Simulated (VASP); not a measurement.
# Sn2PbO3 (P4/nmm) in VASP: further runs

The runs below take Sn2PbO3 through relaxation of cell and atoms, with PBE.

All numbers are computed with VASP 6.6.1; they aren't measurements. Logs are shortened: lines on timing, memory, paths and dates and some standing lists are left out, and cuts for length are marked.

### Step 1. The cell of the first run

Symmetry: P4/nmm, No. 129, tetragonal system. Conventional cell: a = 3.923 Å, b = 3.923 Å, c = 15.168 Å, α = 90.00°, β = 90.00°, γ = 90.00°. Within 3.0 Å of Sn (site symmetry 4mm) lie 4 O at 2.27 Å. Within 3.0 Å of Sn (site symmetry 4mm) lie 4 O at 2.27 Å. Pb (site symmetry 4mm) has 4 O at 2.32 Å within 3.1 Å. Within 3.0 Å of O (site symmetry 2mm) lie 4 Sn at 2.27 Å and 4 O at 2.77 Å. Within 3.1 Å of O (site symmetry -4m2) lie 4 Pb at 2.32 Å and 4 O at 2.77 Å.

### Step 2. Relaxation of cell and atoms, PBE

INCAR reads:

```
PREC = Accurate
ENCUT = 600
EDIFF = 1E-7
ISMEAR = 0
SIGMA = 0.02
LREAL = False
LASPH = True
NELM = 120
ALGO = Normal
ISIF = 3
LWAVE = False
LCHARG = False
GGA = PE
IBRION = 2
NSW = 100
EDIFFG = -0.01
GGA_COMPAT = False
NELMIN = 4
KPAR = 4
```

KPOINTS reads:

```
Automatic mesh
0
Gamma
  8 8 2
```

POSCAR reads:

```
Sn2PbO3
1.0
    3.9232931095      0.0000000000      0.0000000000
    0.0000000000      3.9232931095      0.0000000000
    0.0000000000      0.0000000000     15.1684959550
Sn Pb O
4 2 6
Direct
    0.5000000000      0.0000000000      0.5836086830
    0.0000000000      0.5000000000      0.7338143351
    0.0000000000      0.5000000000      0.4163913170
    0.5000000000      0.0000000000      0.2661856649
    0.5000000000      0.0000000000      0.9184238793
    0.0000000000      0.5000000000      0.0815761207
    0.5000000000      0.5000000000      0.6587792883
    0.0000000000      0.0000000000      0.6587792883
    0.5000000000      0.5000000000      0.0000000000
    0.0000000000      0.0000000000      0.0000000000
    0.0000000000      0.0000000000      0.3412207117
    0.5000000000      0.5000000000      0.3412207117
```

Potentials or basis: VASP PAW PBE potentials, release 64 (Sn_d, Pb_d, O).

On the command line:

```sh
$ cat potpaw_PBE.64/Sn_d/POTCAR potpaw_PBE.64/Pb_d/POTCAR potpaw_PBE.64/O/POTCAR > POTCAR
$ mpirun -np 4 vasp_std > vasp.out
```

OUTCAR:

```text
PREC = Accurate
   ENCUT = 600
   EDIFF = 1E-7
   ISMEAR = 0
   LREAL = False
   LASPH = True
   NELM = 120
   ISIF = 3
   GGA = PE
   IBRION = 2
   NSW = 100
   EDIFFG = -0.01
   NELMIN = 4

 ion  position               nearest neighbor table
   1  0.500  0.000  0.584-   7 2.27   8 2.27   7 2.27   8 2.27   2 3.59   2 3.59   2 3.59   2 3.59

   2  0.000  0.500  0.734-   7 2.27   8 2.27   8 2.27   7 2.27   1 3.59   1 3.59   1 3.59   1 3.59
                             5 3.94   5 3.94   5 3.94   5 3.94
   3  0.000  0.500  0.416-  11 2.27  12 2.27  11 2.27  12 2.27   4 3.59   4 3.59   4 3.59   4 3.59

   4  0.500  0.000  0.266-  11 2.27  12 2.27  12 2.27  11 2.27   3 3.59   3 3.59   3 3.59   3 3.59
                             6 3.94   6 3.94   6 3.94   6 3.94
   5  0.500  0.000  0.918-   9 2.32  10 2.32   9 2.32  10 2.32   6 3.72   6 3.72   6 3.72   6 3.72
                             2 3.94   2 3.94   2 3.94   2 3.94
   6  0.000  0.500  0.082-   9 2.32  10 2.32  10 2.32   9 2.32   5 3.72   5 3.72   5 3.72   5 3.72
                             4 3.94   4 3.94   4 3.94   4 3.94
   7  0.500  0.500  0.659-   2 2.27   2 2.27   1 2.27   1 2.27
   8  0.000  0.000  0.659-   2 2.27   2 2.27   1 2.27   1 2.27
   9  0.500  0.500  0.000-   5 2.32   6 2.32   5 2.32   6 2.32
  10  0.000  0.000  0.000-   5 2.32   6 2.32   6 2.32   5 2.32
  11  0.000  0.000  0.341-   4 2.27   4 2.27   3 2.27   3 2.27
  12  0.500  0.500  0.341-   4 2.27   4 2.27   3 2.27   3 2.27

  LATTYP: Found a simple tetragonal cell.
 ALAT       =     3.9232931095
 C/A-ratio  =     3.8662663053

  Lattice vectors:

 A1 = (   3.9232931095,   0.0000000000,   0.0000000000)
 A2 = (   0.0000000000,   3.9232931095,   0.0000000000)
 A3 = (   0.0000000000,   0.0000000000,  15.1684959550)

Analysis of symmetry for initial positions (statically):
=====================================================================
 Subroutine PRICEL returns:
 Original cell was already a primitive cell.

 Routine SETGRP: Setting up the symmetry group for a
 simple tetragonal supercell.

 Subroutine GETGRP returns: Found 16 space group operations
 (whereof  8 operations were pure point group operations)
 out of a pool of 16 trial point group operations.

The static configuration has the point symmetry D_2d.
 The point group associated with its full space group is D_4h.

Analysis of symmetry for dynamics (positions and initial velocities):
=====================================================================
 Subroutine PRICEL returns:
 Original cell was already a primitive cell.

 Routine SETGRP: Setting up the symmetry group for a
 simple tetragonal supercell.
[... 150 lines left out ...]
   LORBIT       =      0    0 simple, 1 ext, 2 COOP (PROOUT), +10 PAW based schemes
   GGA     = PE    functional components
   LHFCALC =     F    Hartree Fock is set to
   AEXX    =    0.0000 exact exchange contribution
   IVDW    =     0    specifies the selected vdW correction
   LEPSILON=     F    determine dielectric tensor
   LRPA    =     F    only Hartree local field effects (RPA)
 conjugate gradient relaxation of ions
 non-spin polarized calculation
 Gauss-broadening in eV      SIGMA  =   0.02
  energy-cutoff  :      600.00
  volume of cell :      233.48
 maximum number of plane-waves:      7828
 NGX is ok and might be reduce to    32
   NGX = 15   NGY = 15   NGZ = 61

--------------------------------------- Ionic step        1  -------------------------------------------

 number of electron     119.9999942 magnetization

 Free energy of the ion-electron system (eV)
  ---------------------------------------------------
  ext. energy  EPLUGINS =         0.00000000
  ---------------------------------------------------
  free energy    TOTEN  =       -66.82443043 eV

  energy without entropy =      -66.82443043  energy(sigma->0) =      -66.82443043

------------------------ aborting loop because EDIFF is reached ----------------------------------------

  FORCE on cell =-STRESS in cart. coord.  units (eV):
  Direction    XX          YY          ZZ          XY          YZ          ZX
  --------------------------------------------------------------------------------------
  -------------------------------------------------------------------------------------
  Total        0.6200400      0.6200400      1.0961872      0.0000000      0.0000000      0.0000000
  in kB        4.2548694      4.2548694      7.5223106      0.0000000      0.0000000      0.0000000
  external PRESSURE =       5.3440165 kB  Pullay stress =       0.0000000 kB
[... 119 lines left out ...]
  FREE ENERGIE OF THE ION-ELECTRON SYSTEM (eV)
  ---------------------------------------------------
  free  energy   TOTEN  =       -66.8275682100 eV

  energy  without entropy=      -66.8275682100  energy(sigma->0) =      -66.82756821

[... ionic steps 4 to 10 ...]

--------------------------------------- Ionic step       11  -------------------------------------------

 number of electron     119.9999943 magnetization

------------------------ aborting loop because EDIFF is reached ----------------------------------------
[... 87 lines left out ...]
--------------------------------------- Ionic step       13  -------------------------------------------

 number of electron     119.9999944 magnetization

 Free energy of the ion-electron system (eV)
  ---------------------------------------------------
  ext. energy  EPLUGINS =         0.00000000
  ---------------------------------------------------
  free energy    TOTEN  =       -66.84338623 eV

  energy without entropy =      -66.84338623  energy(sigma->0) =      -66.84338623

 E-fermi :   5.3598     XC(G=0):  -9.5546

 val. band max:        5.2380999436   @ k =   0.0000   0.0000   0.0000
 cond. band min:       6.1445385547   @ k =   0.5000   0.5000   0.0000
 fundamental gap:      0.9064386111
 Fermi energy:         5.3598351525

 k-point     1 :       0.0000    0.0000    0.0000
  band No.  band energies     occupation
      1     -16.3476      2.00000
      2     -16.3425      2.00000
      3     -16.0156      2.00000
      4     -16.0142      2.00000
      5     -16.0142      2.00000
      6     -16.0111      2.00000
[... 1789 lines left out ...]
     71      10.8730      0.00000
     72      10.8730      0.00000

 [... further k-points ...]

------------------------ aborting loop because EDIFF is reached ----------------------------------------

  FORCE on cell =-STRESS in cart. coord.  units (eV):
  Direction    XX          YY          ZZ          XY          YZ          ZX
  --------------------------------------------------------------------------------------
  -------------------------------------------------------------------------------------
  Total       -0.0030797     -0.0030797     -0.0013048      0.0000000      0.0000000      0.0000000
  in kB       -0.0203538     -0.0203538     -0.0086231      0.0000000      0.0000000      0.0000000
  external PRESSURE =      -0.0164436 kB  Pullay stress =       0.0000000 kB
[... 27 lines left out ...]
  FREE ENERGIE OF THE ION-ELECTRON SYSTEM (eV)
  ---------------------------------------------------
  free  energy   TOTEN  =       -66.8433862312 eV

  energy  without entropy=      -66.8433862312  energy(sigma->0) =      -66.84338623

 reached required accuracy - stopping structural energy minimisation
```

Run time: 23 min. Hardware: 4 MPI ranks of AMD EPYC 9R14 (Zen 4), shared host; peak memory 0.71 GiB.

Results:

| Property | Result |
| --- | --- |
| Free energy | -66.8434 eV |
| Relaxed volume | 20.20 Å³/atom |
| Relaxed cell | a = 3.925 Å, b = 3.925 Å, c = 15.733 Å, α = 90.00°, β = 90.00°, γ = 90.00° |
| Space group after relaxing (to 0.1 Å) | P4/nmm (No. 129) |
| Energy gained by relaxing | 1.6 meV/atom |
| Ionic steps | 13 |
| Pressure after relaxing | 0.0 GPa |
| Largest force after relaxing | 0.006 eV/Å |
| Band gap on the k mesh | 0.91 eV (least direct gap 1.62 eV) |

Forces on the atoms (eV/Å):
```
Sn   0.000  0.000 -0.006
Sn   0.000  0.000 -0.005
Sn   0.000  0.000  0.006
Sn   0.000  0.000  0.005
Pb   0.000  0.000  0.001
Pb   0.000  0.000 -0.001
O    0.000  0.000 -0.002
O    0.000  0.000 -0.002
O    0.000  0.000  0.000
O    0.000  0.000  0.000
O    0.000  0.000  0.002
O    0.000  0.000  0.002
```

Step by step:
```
step  energy change (eV)  largest force (eV/Å)  pressure (GPa)  volume (Å³)
   1              0.0000                0.0238            0.53       233.48
   2             -0.0029                0.1432           -0.20       235.68
   3             -0.0031                0.1151           -0.05       235.19
   4             -0.0063                0.0822           -0.04       235.99
   5             -0.0130                0.0497           -0.04       238.37
   6             -0.0140                0.2275            0.02       243.14
   7             -0.0155                0.1425            0.00       241.13
   8             -0.0183                0.0300           -0.09       242.22
   9             -0.0187                0.0242           -0.13       242.74
  10             -0.0187                0.0411            0.14       242.17
  11             -0.0189                0.0189            0.01       242.45
  12             -0.0189                0.0211            0.02       242.42
  13             -0.0190                0.0057            0.00       242.42
```

Final structure:
```xyz
12
Lattice="3.9254 0.0000 0.0000 0.0000 3.9254 0.0000 0.0000 0.0000 15.7330" Properties=species:S:1:pos:R:3 pbc="T T T"
Sn    1.9627    0.0000    9.2221
Sn    0.0000    1.9627   11.5121
Sn    0.0000    1.9627    6.5109
Sn    1.9627    0.0000    4.2209
Pb    1.9627    0.0000   14.4933
Pb    0.0000    1.9627    1.2397
O     1.9627    1.9627   10.3676
O     0.0000    0.0000   10.3676
O     1.9627    1.9627    0.0000
O     3.9254    0.0000    0.0000
O     0.0000    0.0000    5.3654
O     1.9627    1.9627    5.3654
```

Caveat: spin-orbit coupling is left out, which moves the levels of the heavy elements. A k mesh can miss the band edges.

### Step 3. Relaxation of cell and atoms, PBE

INCAR reads:

```
SYSTEM = Sn2PbO3
PREC = Accurate ; ENCUT = 600
EDIFF = 1E-7 ; ISMEAR = 0
SIGMA = 0.02 ; LREAL = .FALSE.
LASPH = .TRUE. ; NELM = 120
ALGO = Normal ; ISIF = 3
LWAVE = .FALSE. ; LCHARG = .FALSE.
GGA = PE ; IBRION = 2
NSW = 100 ; EDIFFG = -0.01
GGA_COMPAT = .FALSE. ; NELMIN = 4
KPAR = 4
```

KPOINTS reads:

```
regular mesh
0
G
  8 8 2
  0 0 0
```

POSCAR reads:

```
Sn2PbO3
1.0
    3.9214174820      0.0000000000      0.0000000000
    0.0000000000      3.9214174820      0.0000000000
    0.0000000000      0.0000000000     15.1686397538
Sn Pb O
4 2 6
Direct
    0.0000000000      0.5000000000      0.7569341555
    0.5000000000      0.0000000000      0.9249308983
    0.0000000000      0.5000000000      0.0750691017
    0.5000000000      0.0000000000      0.2430658445
    0.5000000000      0.0000000000      0.6002635036
    0.0000000000      0.5000000000      0.3997364964
    0.5000000000      0.5000000000      0.6822116006
    0.0000000000      0.0000000000      0.6822116006
    0.5000000000      0.5000000000      0.0000000000
    0.0000000000      0.0000000000      0.0000000000
    0.0000000000      0.0000000000      0.3177883994
    0.5000000000      0.5000000000      0.3177883994
```

Potentials or basis: VASP PAW PBE potentials, release 64 (Sn_d, Pb_d, O).

On the command line:

```sh
$ cat potpaw_PBE.64/Sn_d/POTCAR potpaw_PBE.64/Pb_d/POTCAR potpaw_PBE.64/O/POTCAR > POTCAR
$ mpirun -np 4 vasp_std > vasp.out
```

Run time: 21 min. Hardware: 4 MPI ranks of AMD EPYC 9R14 (Zen 4), shared host; peak memory 0.69 GiB.

It converged, with:

```
Free energy                           : -66.8742 eV
Relaxed volume                        : 20.17 Å³/atom
Relaxed cell                          : a = 3.923 Å, b = 3.923 Å, c = 15.730 Å, α = 90.00°, β = 90.00°, γ = 90.00°
Space group after relaxing (to 0.1 Å) : P4/nmm (No. 129)
Energy gained by relaxing             : 1.6 meV/atom
Ionic steps                           : 12
Pressure after relaxing               : 0.0 GPa
Largest force after relaxing          : 0.009 eV/Å
Band gap on the k mesh                : 0.79 eV (least direct gap 1.31 eV)
```

Forces on the atoms (eV/Å):
```
Sn   0.000  0.000 -0.005
Sn   0.000  0.000  0.009
Sn   0.000  0.000 -0.009
Sn   0.000  0.000  0.005
Pb   0.000  0.000 -0.003
Pb   0.000  0.000  0.003
O    0.000  0.000  0.008
O    0.000  0.000  0.008
O    0.000  0.000  0.000
O    0.000  0.000  0.000
O    0.000  0.000 -0.008
O    0.000  0.000 -0.008
```

The path:
```tsv
step	energy change (eV)	largest force (eV/Å)	pressure (GPa)	volume (Å³)
1	0.0000	0.0367	0.55	233.26
2	-0.0031	0.1379	-0.24	235.53
3	-0.0034	0.1006	-0.04	234.98
4	-0.0068	0.0962	-0.04	235.71
5	-0.0142	0.0823	-0.01	237.92
6	-0.0170	0.1716	0.10	242.33
7	-0.0177	0.1271	0.06	241.08
8	-0.0189	0.0679	-0.19	242.86
9	-0.0193	0.0350	-0.11	242.25
10	-0.0192	0.0503	0.16	241.77
11	-0.0195	0.0180	0.01	242.03
12	-0.0196	0.0086	-0.02	242.06
```

Final structure:
```yaml
crystal:
  lattice:
    - [3.92283, 0.00000, 0.00000]
    - [0.00000, 3.92283, 0.00000]
    - [0.00000, 0.00000, 15.72977]
  atoms:
    - { symbol: Sn, position: [0.00000, 0.50000, 0.75409] }
    - { symbol: Sn, position: [0.50000, 0.00000, 0.92721] }
    - { symbol: Sn, position: [0.00000, 0.50000, 0.07279] }
    - { symbol: Sn, position: [0.50000, 0.00000, 0.24591] }
    - { symbol: Pb, position: [0.50000, 0.00000, 0.60230] }
    - { symbol: Pb, position: [0.00000, 0.50000, 0.39770] }
    - { symbol: O, position: [0.50000, 0.50000, 0.68160] }
    - { symbol: O, position: [0.00000, 0.00000, 0.68160] }
    - { symbol: O, position: [0.50000, 0.50000, 0.00000] }
    - { symbol: O, position: [0.00000, 0.00000, 0.00000] }
    - { symbol: O, position: [0.00000, 0.00000, 0.31840] }
    - { symbol: O, position: [0.50000, 0.50000, 0.31840] }
```

Levels at points of the mesh, in eV from the valence-band top:
```csv
k point,band 57,band 58,band 59,band 60,band 61,band 62,band 63,band 64
"(0.00, 0.00, 0.00)",-2.44,-1.25,-1.09,-0.03,1.28,1.78,1.93,3.76
"(0.50, 0.00, 0.00)",-1.66,-1.66,-1.34,-1.34,1.88,1.88,2.95,2.95
"(0.50, 0.50, 0.00)",-1.74,-1.74,-1.52,-1.52,0.79,0.79,1.95,1.95
"(0.00, 0.00, 0.50)",-2.44,-1.68,-0.60,-0.15,1.27,1.80,1.88,3.58
"(0.50, 0.00, 0.50)",-1.73,-1.73,-1.30,-1.30,1.87,1.87,2.98,2.98
"(0.50, 0.50, 0.50)",-1.74,-1.74,-1.55,-1.55,1.08,1.08,1.14,1.14
```

Caveat: spin-orbit coupling is left out, which moves the levels of the heavy elements. A k mesh can miss the band edges.
